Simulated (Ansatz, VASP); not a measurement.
CuO: VASP beside Ansatz

The input INCAR:

```
SYSTEM = CuO
ALGO = Normal
EDIFF = 1E-7
EDIFFG = -0.005
ENCUT = 600
GGA = PS
IBRION = 2
ISIF = 3
ISMEAR = -1
LASPH = .True.
LCHARG = .False.
LREAL = .False.
LWAVE = .False.
NELM = 100
NSW = 80
PREC = Accurate
SIGMA = 0.05
```

File KPOINTS:

```
k-points
0
Gamma
  6 6 5
  0 0 0
```

POSCAR

```
CuO
1.0
    3.4220509700      0.0000000000      0.0000000000
    0.0000000000      3.4220509700      0.0000000000
    0.0000000000      0.0000000000      4.2604614800
Cu O
2 2
Direct
    0.0000000000      0.5000000000      0.0000000000
    0.5000000000      0.0000000000      0.5000000000
    0.0000000000      0.0000000000      0.2500000000
    0.0000000000      0.0000000000      0.7500000000
```

input.yaml

```yaml
crystal:
  lattice:
    - [3.42205097, 0.0, 0.0]
    - [0.0, 3.42205097, 0.0]
    - [0.0, 0.0, 4.26046148]
  atoms:
    - { symbol: Cu, position: [0.0, 0.5, 0.0] }
    - { symbol: Cu, position: [0.5, 0.0, 0.5] }
    - { symbol: O, position: [0.0, 0.0, 0.25] }
    - { symbol: O, position: [0.0, 0.0, 0.75] }
kpoints:
  mp_grid: { grid: [6, 6, 5] }
scf:
  occupations: { method: fermi_dirac, width: 0.05 }
hamiltonian:
  xc: pbesol
  pseudopotentials: { kind: all_electron, lapw: { basis_error: 0.002 } }
output:
  forces: true
  stress: true
relax:
  f_tol: 0.005
  max_steps: 60
  cell: {}
```

Alike in both runs: task relaxation of cell and atoms; functional PBEsol; k mesh 6 × 6 × 5; occupations fermi-dirac, width 0.05 eV; no spin polarisation.

```csv
,VASP,Ansatz
version,VASP 6.6.1,Ansatz 0.2.0
potentials or method,"VASP PAW PBE potentials, release 64 (Cu, O), cutoff 600 eV","all-electron LAPW, scalar-relativistic"
```

Ansatz gave:

* relaxed volume (Å³/atom): 10.67
* relaxed length of the cell vector where the two differ most in proportion (Å): 2.895

Task: What did VASP give for the same quantities?

Result: Relaxed volume (Å³/atom): 10.70; relaxed length of the cell vector where the two differ most in proportion (Å): 2.901.

VASP's potentials were made for PBE, not for PBEsol. Ansatz ran all-electron here, and VASP with PAW potentials.

Noted on Ansatz's run: the k mesh is thin for a metal, which can move the energy by tens of meV per atom.
